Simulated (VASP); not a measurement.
# Ni (Fm-3m) in VASP: single point with PBE0

Aim: the single point of Ni with PBE0.

Everything below comes from runs of VASP 6.6.1. Logs are shortened: lines on timing, memory, paths and dates and some standing lists are left out, and cuts for length are marked.

### Step 1. The cell of the first run

The structure is cubic, space group Fm-3m (No. 225). The conventional cell has a = 3.428 Å, b = 3.428 Å, c = 3.428 Å, α = 90.00°, β = 90.00°, γ = 90.00°. Within 3.2 Å of Ni (site symmetry m-3m) lie 12 Ni at 2.42 Å.

### Step 2. Single point, PBE0, collinear spin, ferromagnetic start

POSCAR reads:

```
Ni
1.0
    0.0000000000      1.7140893390      1.7140893390
    1.7140893390      0.0000000000      1.7140893390
    1.7140893390      1.7140893390      0.0000000000
Ni
1
Direct
    0.0000000000      0.0000000000      0.0000000000
```

INCAR.step1 reads:

```
PREC = Accurate
ENCUT = 520
EDIFF = 1E-5
ISMEAR = -1
SIGMA = 0.05
LREAL = False
LASPH = True
NELM = 150
ALGO = Normal
ISIF = 2
LWAVE = True
LCHARG = False
ISPIN = 2
MAGMOM = 1
LORBIT = 11
LMAXMIX = 4
GGA = PE
NBANDS = 15
```

INCAR.step2 reads:

```
PREC = Accurate
ENCUT = 520
EDIFF = 1E-7
ISMEAR = -1
SIGMA = 0.05
LREAL = False
LASPH = True
NELM = 150
ALGO = Normal
ISIF = 2
LWAVE = False
LCHARG = False
ISPIN = 2
MAGMOM = 1
LORBIT = 11
LMAXMIX = 4
GGA = PE
LHFCALC = True
AEXX = 0.25
PRECFOCK = Normal
ISTART = 1
NBANDS = 15
```

KPOINTS reads:

```
regular mesh
0
Gamma
  8 8 8
```

Potentials or basis: VASP PAW PBE potentials, release 64 (Ni).

Run with:

```sh
> cat potpaw_PBE.64/Ni/POTCAR > POTCAR
> cp INCAR.step1 INCAR
> mpirun -np 1 vasp_std > vasp.out
> cp INCAR.step2 INCAR
> mpirun -np 1 vasp_std > vasp.out
```

OUTCAR:

```text
PREC = Accurate
   ENCUT = 520
   EDIFF = 1E-7
   ISMEAR = -1
   LREAL = False
   LASPH = True
   NELM = 150
   ISIF = 2
   ISPIN = 2
   LORBIT = 11
   GGA = PE
   LHFCALC = True
   AEXX = 0.25
   PRECFOCK = Normal
   ISTART = 1

 ion  position               nearest neighbor table
   1  0.000  0.000  0.000-

  LATTYP: Found a face centered cubic cell.
 ALAT       =     3.4281786780

  Lattice vectors:

 A1 = (   0.0000000000,   1.7140893390,   1.7140893390)
 A2 = (   1.7140893390,   0.0000000000,   1.7140893390)
 A3 = (   1.7140893390,   1.7140893390,   0.0000000000)

Analysis of symmetry for initial positions (statically):
=====================================================================
 Subroutine PRICEL returns:
 Original cell was already a primitive cell.

 Routine SETGRP: Setting up the symmetry group for a
 face centered cubic supercell.

 Subroutine GETGRP returns: Found 48 space group operations
 (whereof 48 operations were pure point group operations)
 out of a pool of 48 trial point group operations.

The static configuration has the point symmetry O_h .

Analysis of symmetry for dynamics (positions and initial velocities):
=====================================================================
 Subroutine PRICEL returns:
 Original cell was already a primitive cell.

 Routine SETGRP: Setting up the symmetry group for a
 face centered cubic supercell.

 Subroutine GETGRP returns: Found 48 space group operations
 (whereof 48 operations were pure point group operations)
 out of a pool of 48 trial point group operations.

The dynamic configuration has the point symmetry O_h .

Analysis of structural, dynamic, and magnetic symmetry:
=====================================================================
 Subroutine PRICEL returns:
 Original cell was already a primitive cell.

 Routine SETGRP: Setting up the symmetry group for a
 face centered cubic supercell.

 Subroutine GETGRP returns: Found 48 space group operations
 (whereof 48 operations were pure point group operations)
 out of a pool of 48 trial point group operations.

The overall configuration has the point symmetry O_h .

 Subroutine INISYM returns: Found 48 space group operations
 (whereof 48 operations are pure point group operations),
 and found     1 'primitive' translations

----------------------------------------------------------------------------------------

                                     Primitive cell

  volume of cell :      10.0723

  direct lattice vectors                    reciprocal lattice vectors
     0.000000000  1.714089339  1.714089339    -0.291700082  0.291700082  0.291700082
     1.714089339  0.000000000  1.714089339     0.291700082 -0.291700082  0.291700082
     1.714089339  1.714089339  0.000000000     0.291700082  0.291700082 -0.291700082

  length of vectors
     2.424088390  2.424088390  2.424088390     0.505239362  0.505239362  0.505239362

  position of ions in fractional coordinates (direct lattice)
     0.000000000  0.000000000  0.000000000

  ion indices of the primitive-cell ions
   primitive index   ion index
                 1           1

----------------------------------------------------------------------------------------

 KPOINTS: regular mesh

Automatic generation of k-mesh.
 Grid dimensions read from file:
 generate k-points for:    8    8    8

 Generating k-lattice:

  Cartesian coordinates                     Fractional coordinates (reciprocal lattice)
    -0.036462510  0.036462510  0.036462510     0.125000000  0.000000000  0.000000000
     0.036462510 -0.036462510  0.036462510     0.000000000  0.125000000  0.000000000
     0.036462510  0.036462510 -0.036462510     0.000000000  0.000000000  0.125000000

  Length of vectors
     0.063154920  0.063154920  0.063154920

  Shift w.r.t. Gamma in fractional coordinates (k-lattice)
     0.000000000  0.000000000  0.000000000

 Subroutine IBZKPT returns following result:
 ===========================================

 Found     29 irreducible k-points:

 Following reciprocal coordinates:
            Coordinates               Weight
  0.000000  0.000000  0.000000      1.000000
  0.125000  0.000000  0.000000      8.000000
  0.250000  0.000000  0.000000      8.000000
  0.375000  0.000000  0.000000      8.000000
  0.500000  0.000000  0.000000      4.000000
  0.125000  0.125000  0.000000      6.000000
[... 16 lines left out ...]
  0.500000  0.250000  0.125000     48.000000
 -0.375000  0.250000  0.125000     24.000000
 [... further k-points ...]
   k-points           NKPTS =     29   k-points in BZ     NKDIM =    512   number of bands    NBANDS=     15
   number of dos      NEDOS =    301   number of ions     NIONS =      1
   total plane-waves  NPLWV =   5832
   dimension x,y,z NGX =    18 NGY =   18 NGZ =   18
   dimension x,y,z NGXF=    36 NGYF=   36 NGZF=   36
   ions per type =               1
   NGX,Y,Z   is equivalent  to a cutoff of  12.34, 12.34, 12.34 a.u.
   NGXF,Y,Z  is equivalent  to a cutoff of  24.69, 24.69, 24.69 a.u.
 SYSTEM =  unknown system
   PREC   = accura    normal or accurate (medium, high low for compatibility)
   ISTART =      1    job   : 0-new  1-cont  2-samecut
   ICHARG =      0    charge: 1-file 2-atom 10-const
   ISPIN  =      2    spin polarized calculation?
   LNONCOLLINEAR =      F non collinear calculations
   LSORBIT =      F    spin-orbit coupling
   LASPH  =      T    aspherical Exc in radial PAW
   ENCUT  =  520.0 eV  38.22 Ry    6.18 a.u.   4.51  4.51  4.51*2*pi/ulx,y,z
   NELM   =    150;   NELMIN=  2; NELMDL=  0     # of ELM steps
   EDIFF  = 0.1E-06   stopping-criterion for ELM
   LREAL  =      F    real-space projection
   EDIFFG = 0.1E-05   stopping-criterion for IOM
   NSW    =      0    number of steps for IOM
   IBRION =     -1    ionic relax: 0-MD 1-quasi-New 2-CG
   NFREE  =      0    steps in history (QN), initial steepest desc. (CG)
   ISIF   =      2    stress and relaxation
   ISYM   =      3    0-nonsym 1-usesym 2-fastsym
   POTIM  = 0.5000    time-step for ionic-motion
   TEBEG  =    0.0;   TEEND  =   0.0 temperature during run
   PSTRESS=    0.0 pullay stress
   NELECT =      10.0000    total number of electrons
   NUPDOWN=      -1.0000    fix difference up-down
   EMIN   =  10.00;   EMAX   =-10.00  energy-range for DOS
   EFERMI =   0.00;   METHOD = LEGACY
   ISMEAR =    -1;   SIGMA  =   0.05  broadening in eV -4-tet -1-fermi 0-gaus
   EFERMI_NEDOS =   21; number of points for ismear=-14 and -15
   IALGO  =     38    algorithm
   IMIX   =      1    mixing-type and parameters
     AMIX     =   0.40;   BMIX     =  1.00
     AMIX_MAG =   1.60;   BMIX_MAG =  1.00
  volume/ion in A,a.u.               =      10.07        67.97
  Fermi-wavevector in a.u.,A,eV,Ry     =   1.633170  3.086244 36.290059  2.667244
  Thomas-Fermi vector in A             =   2.725019
   LORBIT       =     11    0 simple, 1 ext, 2 COOP (PROOUT), +10 PAW based schemes
   GGA     = PE    functional components
   LHFCALC =     T    Hartree Fock is set to
   PRECFOCK=normal    Normal, Fast or Accurate (Low or Medium for compatibility)
   ENCUT4O =  -1.0   cutoff for four orbital integrals eV
   NKREDX  =     1    reduce k-point grid by
   NKREDY  =     1    reduce k-point grid by
   NKREDZ  =     1    reduce k-point grid by
   AEXX    =    0.2500 exact exchange contribution
   HFSCREEN=    0.0000 screening length (either q_TF or 0.3 A-1)
   HFSCREENC=   0.0000 screening length for correlation (either q_TF or 0.3 A-1)
   ENCUTFOCK=  -1.0 apply spherical cutoff to Coloumb kernel
   IVDW    =     0    specifies the selected vdW correction
   LEPSILON=     F    determine dielectric tensor
   LRPA    =     F    only Hartree local field effects (RPA)
 spin polarized calculation
  energy-cutoff  :      520.00
  volume of cell :       10.07
 maximum number of plane-waves:       290
 NGX is ok and might be reduce to    18
  NGX = 14; NGY = 14; NGZ = 14

 number of electron       9.9999990 magnetization       0.6992196

 Free energy of the ion-electron system (eV)
  ---------------------------------------------------
  ext. energy  EPLUGINS =         0.00000000
  ---------------------------------------------------
  free energy    TOTEN  =        -6.86994800 eV

  energy without entropy =       -6.86825849  energy(sigma->0) =       -6.86910324

 E-fermi :  10.4497     XC(G=0): -10.6950

 val. band max:       10.0732045186   @ k =   0.3750   0.2500   0.0000
 cond. band min:      10.4671781701   @ k =   0.3750   0.1250   0.0000
 fundamental gap:      0.3939736515
 Fermi energy:        10.4496896803

 spin component 1

 k-point     1 :       0.0000    0.0000    0.0000
  band No.  band energies     occupation
      1      -0.6188      1.00000
      2       5.3005      1.00000
      3       5.3005      1.00000
      4       5.3005      1.00000
      5       6.8012      1.00000
      6       6.8012      1.00000
      7      36.5481      0.00000
      8      41.2022      0.00000
      9      41.2022      0.00000
     10      41.2022      0.00000
     11      44.5460      0.00000
     12      44.5460      0.00000
     13      44.5460      0.00000
     14      47.0065      0.00000
[... 403 lines left out ...]
      4       6.1769      1.00000
      5       7.5068      1.00000
      6      14.5519      0.00000
      7      18.0992      0.00000
      8      28.7429      0.00000
      9      30.1508      0.00000
     10      39.2270      0.00000
     11      43.7574      0.00000
     12      51.3166      0.00000
     13      54.3366      0.00000
     14      55.3465      0.00000
     15      57.1660      0.00000

 [... further k-points ...]

 spin component 2

 k-point     1 :       0.0000    0.0000    0.0000
  band No.  band energies     occupation
      1      -1.0656      1.00000
      2       7.6208      1.00000
      3       7.6208      1.00000
      4       7.6208      1.00000
      5       7.6830      1.00000
      6       7.6830      1.00000
      7      35.9390      0.00000
      8      40.9623      0.00000
      9      40.9623      0.00000
     10      40.9623      0.00000
     11      44.7837      0.00000
     12      44.7837      0.00000
     13      44.7837      0.00000
     14      46.7135      0.00000
[... 403 lines left out ...]
      4       7.3860      1.00000
      5      11.0707      0.00000
      6      15.0333      0.00000
      7      18.9244      0.00000
      8      28.7275      0.00000
      9      30.1023      0.00000
     10      39.0308      0.00000
     11      43.7007      0.00000
     12      51.1142      0.00000
     13      54.3134      0.00000
     14      55.2950      0.00000
     15      57.1817      0.00000

 [... further k-points ...]

------------------------ aborting loop because EDIFF is reached ----------------------------------------

  FORCE on cell =-STRESS in cart. coord.  units (eV):
  Direction    XX          YY          ZZ          XY          YZ          ZX
  --------------------------------------------------------------------------------------
  -------------------------------------------------------------------------------------
  Total        0.7991716      0.7991716      0.7991716      0.0000000     -0.0000000     -0.0000000
  in kB      127.1218753    127.1218753    127.1218753      0.0000000     -0.0000000     -0.0000000
  external PRESSURE =     127.1218753 kB  Pullay stress =       0.0000000 kB

 VOLUME and BASIS-vectors are now :
 -----------------------------------------------------------------------------
  energy-cutoff  :      520.00
  volume of cell :       10.07
      direct lattice vectors                 reciprocal lattice vectors
     0.000000000  1.714089339  1.714089339    -0.291700082  0.291700082  0.291700082
     1.714089339  0.000000000  1.714089339     0.291700082 -0.291700082  0.291700082
     1.714089339  1.714089339  0.000000000     0.291700082  0.291700082 -0.291700082

 POSITION                                       TOTAL-FORCE (eV/Angst)
 -----------------------------------------------------------------------------------
      0.00000      0.00000      0.00000         0.000000     -0.000000     -0.000000
 -----------------------------------------------------------------------------------
    total drift:                               -0.000000     -0.000000     -0.000000

  FREE ENERGIE OF THE ION-ELECTRON SYSTEM (eV)
  ---------------------------------------------------
  free  energy   TOTEN  =        -6.8699479959 eV

  energy  without entropy=       -6.8682584914  energy(sigma->0) =       -6.86910324

 total charge

# of ion       s       p       d       tot
------------------------------------------
    1        0.525   0.555   8.424   9.504

 magnetization (x)

# of ion       s       p       d       tot
------------------------------------------
    1       -0.027  -0.088   0.833   0.718
```

Run time: 79 min. Hardware: 1 thread of Oxide Virtual Turin-like, shared host; peak memory 0.1 GiB.

Results:

- Free energy: -6.8699 eV
- Pressure: 12.7 GPa
- Net moment: 0.70 μB per cell
- Site moments: Ni +0.72 μB
- Valence electrons inside the program's atomic spheres: Ni 9.50

Caveat: the k points lie up to 0.40 Å⁻¹ apart; the PAW data sets were made with another functional, which shifts forces and pressure a little.
